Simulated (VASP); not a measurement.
Set up this calculation in VASP 6.6.1, as the native input.

- Task: single point
- Functional: PBE
- Potentials or basis: VASP PAW PBE potentials, release 64 (Zn, Se)
- Cutoff: 520 eV
- k mesh: 12 × 12 × 12
- Occupations: gaussian, width 0.1 eV
- Spin: no spin polarisation
- Dipole correction: no
- Further INCAR settings: ALGO = Normal; EDIFF = 1e-06; NBANDS = 29

The structure of Zn2Se3 lies in POSCAR:

```
Zn2Se3
1.0
    1.9162619980      1.1063543804      7.9716372144
   -1.9162619980      1.1063543804      7.9716372144
    0.0000000000     -2.2127087607      7.9716372144
Zn Se
2 3
Direct
    0.4012354657      0.4012354657      0.4012354657
    0.5987645343      0.5987645343      0.5987645343
    0.0000000000      0.0000000000      0.0000000000
    0.2121166106      0.2121166106      0.2121166106
    0.7878833894      0.7878833894      0.7878833894
```

The input as run:

INCAR

```
PREC = Accurate ; ENCUT = 520
EDIFF = 1E-6 ; ISMEAR = 0
SIGMA = 0.1 ; LREAL = False
LASPH = True ; NELM = 100
ALGO = Normal ; ISIF = 2
LWAVE = False ; LCHARG = False
GGA = PE ; NBANDS = 29
```

KPOINTS

```
regular mesh
0
Gamma
  12 12 12
```

Potentials or basis: VASP PAW PBE potentials, release 64 (Zn, Se).

The run is started by

```bash
$ cat potpaw_PBE.64/Zn/POTCAR potpaw_PBE.64/Se/POTCAR > POTCAR
$ mpirun -np 1 vasp_std > vasp.out
```

Results of the run:

| Property | Result |
| --- | --- |
| Pressure | 0.2 GPa |
| Largest force | 0.019 eV/Å |
| Band gap on the k mesh | zero (bands 21 and 22 overlap by 0.79 eV) |

Caveat: semilocal functionals underestimate gaps, so a narrow gap can read as zero.

Run time: 23 min on 1 thread of Intel(R) Xeon(R) Platinum 8488C (Sapphire Rapids), with other jobs on the host, peak memory 0.86 GiB.
